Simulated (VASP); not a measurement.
# I (C2/m) in VASP: notebook, part 2 of 2

VASP 6.6.1.

### 3 Single point, PBE

Input file INCAR:

```
PREC     = Accurate       # precision mode
ENCUT    = 520            # plane-wave cutoff, eV
EDIFF    = 1E-7           # SCF threshold, eV
ISMEAR   = 0              # smearing method
SIGMA    = 0.1            # smearing width, eV
LREAL    = False          # projectors in reciprocal space
LASPH    = True           # aspherical terms in the spheres
NELM     = 60             # most SCF steps
ALGO     = Normal         # electronic algorithm
ISIF     = 2              # what is computed and relaxed
LWAVE    = False          # write WAVECAR
LCHARG   = False          # write CHGCAR
GGA      = PE             # functional
NBANDS   = 10             # bands
```

Input file KPOINTS:

```
regular mesh
0
Gamma
  4 4 6
```

Input file POSCAR:

```
I
1.0
    2.5383465792     -3.7066249365      0.0000000000
    2.5383465792      3.7066249365      0.0000000000
   -1.6208748370      0.0000000000      2.3810977968
I
1
Direct
    0.5000000000      0.5000000000      0.5000000000
```

Potentials or basis: VASP PAW PBE potentials, release 64 (I).

Launch:

```sh
> cat potpaw_PBE.64/I/POTCAR > POTCAR
> mpirun -np 1 vasp_std > vasp.out
```

OUTCAR:

```text
PREC = Accurate
   ENCUT = 520
   EDIFF = 1E-7
   ISMEAR = 0
   LREAL = False
   LASPH = True
   NELM = 60
   ISIF = 2
   GGA = PE

 ion  position               nearest neighbor table
   1  0.500  0.500  0.500-

  LATTYP: Found a base centered monoclinic cell.
 ALAT       =     5.0766931584
 B/A-ratio  =     1.4602517114
 C/A-ratio  =     0.5673826054
 COS(beta)  =    -0.5627202553

  Lattice vectors:

 A1 = (   2.5383465792,  -3.7066249365,   0.0000000000)
 A2 = (   2.5383465792,   3.7066249365,   0.0000000000)
 A3 = (  -1.6208748370,   0.0000000000,   2.3810977968)

Analysis of symmetry for initial positions (statically):
=====================================================================
 Subroutine PRICEL returns:
 Original cell was already a primitive cell.

 Routine SETGRP: Setting up the symmetry group for a
 base centered monoclinic supercell.

 Subroutine GETGRP returns: Found  4 space group operations
 (whereof  4 operations were pure point group operations)
 out of a pool of  4 trial point group operations.

The static configuration has the point symmetry C_2h.

Analysis of symmetry for dynamics (positions and initial velocities):
[... 160 lines left out ...]
 val. band max:        2.5531418619   @ k =   0.5000   0.0000   0.5000
 cond. band min:       2.6287349850   @ k =   0.5000   0.2500   0.1667
 fundamental gap:      0.0755931232
 Fermi energy:         2.5785504883

 k-point     1 :       0.0000    0.0000    0.0000
  band No.  band energies     occupation
      1     -11.4608      2.00000
      2       0.5705      2.00000
      3       0.6365      2.00000
      4       6.0594      0.00000
      5       6.5127      0.00000
      6      10.0393      0.00000
      7      10.3183      0.00000
      8      12.8049      0.00000
      9      12.9335      0.00000
     10      17.9228      0.00000
[... 287 lines left out ...]
 k-point    24 :      -0.2500    0.2500    0.3333
  band No.  band energies     occupation
      1      -9.5232      2.00000
      2      -1.3645      2.00000
      3       0.4962      2.00000
      4       1.4429      2.00000
      5       9.2592      0.00000
      6       9.6064      0.00000
      7      10.5898      0.00000
      8      13.4603      0.00000
      9      15.1404      0.00000
     10      16.0221      0.00000

 [... further k-points ...]
[... 5 lines left out ...]
  --------------------------------------------------------------------------------------
  -------------------------------------------------------------------------------------
  Total        0.3149020      0.2079628      0.2601888      0.0000000      0.0000000      0.0694892
  in kB       11.2602801      7.4363452      9.3038441      0.0000000      0.0000000      2.4847995
  external PRESSURE =       9.3334898 kB  Pullay stress =       0.0000000 kB

 VOLUME and BASIS-vectors are now :
 -----------------------------------------------------------------------------
  energy-cutoff  :      520.00
  volume of cell :       44.81
      direct lattice vectors                 reciprocal lattice vectors
     2.538346579 -3.706624936  0.000000000     0.196978618 -0.134893605  0.134088438
     2.538346579  3.706624936  0.000000000     0.196978618  0.134893605  0.134088438
    -1.620874837  0.000000000  2.381097797     0.000000000  0.000000000  0.419974350

 POSITION                                       TOTAL-FORCE (eV/Angst)
 -----------------------------------------------------------------------------------
      1.72791      0.00000      1.19055         0.000000      0.000000      0.000000
 -----------------------------------------------------------------------------------
    total drift:                                0.000000      0.000000      0.000000

  FREE ENERGIE OF THE ION-ELECTRON SYSTEM (eV)
  ---------------------------------------------------
  free  energy   TOTEN  =        -1.3402570743 eV

  energy  without entropy=       -1.3351482579  energy(sigma->0) =       -1.33770267
```

OSZICAR:

```text
N       E                     dE             d eps       ncg     rms          rms(c)
DAV:   1     0.283966531700E+02    0.28397E+02   -0.25273E+03   688   0.494E+02
DAV:   2    -0.131006569913E+00   -0.28528E+02   -0.27612E+02   846   0.853E+01
DAV:   3    -0.143351439983E+01   -0.13025E+01   -0.12783E+01   832   0.222E+01
DAV:   4    -0.145134342156E+01   -0.17829E-01   -0.17828E-01   862   0.290E+00
DAV:   5    -0.145170070322E+01   -0.35728E-03   -0.35728E-03   830   0.372E-01    0.369E+00
DAV:   6    -0.136764129764E+01    0.84059E-01   -0.67460E-02   736   0.120E+00    0.243E+00
DAV:   7    -0.134205405762E+01    0.25587E-01   -0.11027E-01   752   0.158E+00    0.707E-01
DAV:   8    -0.134139903803E+01    0.65502E-03   -0.17534E-02   716   0.666E-01    0.209E-01
DAV:   9    -0.134023833440E+01    0.11607E-02   -0.18953E-03   738   0.220E-01    0.515E-02
DAV:  10    -0.134026856687E+01   -0.30232E-04   -0.21595E-04   824   0.820E-02    0.257E-02
DAV:  11    -0.134026053961E+01    0.80273E-05   -0.15866E-05   764   0.210E-02    0.300E-02
DAV:  12    -0.134025703589E+01    0.35037E-05   -0.64428E-06   772   0.125E-02    0.735E-03
DAV:  13    -0.134025707428E+01   -0.38389E-07   -0.75570E-07   796   0.502E-03
   1 F= -.13402571E+01 E0= -.13377027E+01  d E =-.510882E-02
```

Wall time 6.2 s (1 thread of Intel Xeon 6975P-C (Granite Rapids), shared host); peak memory 0.17 GiB.

Results:

```
Free energy : -1.3403 eV
Pressure    : 0.9 GPa
```

Caveat: the k points lie up to 0.44 Å⁻¹ apart; spin-orbit coupling is left out, which moves the levels of the heavy elements; an odd number of electrons without spin polarisation forces a metal; a magnetic or distorted state may lie lower.
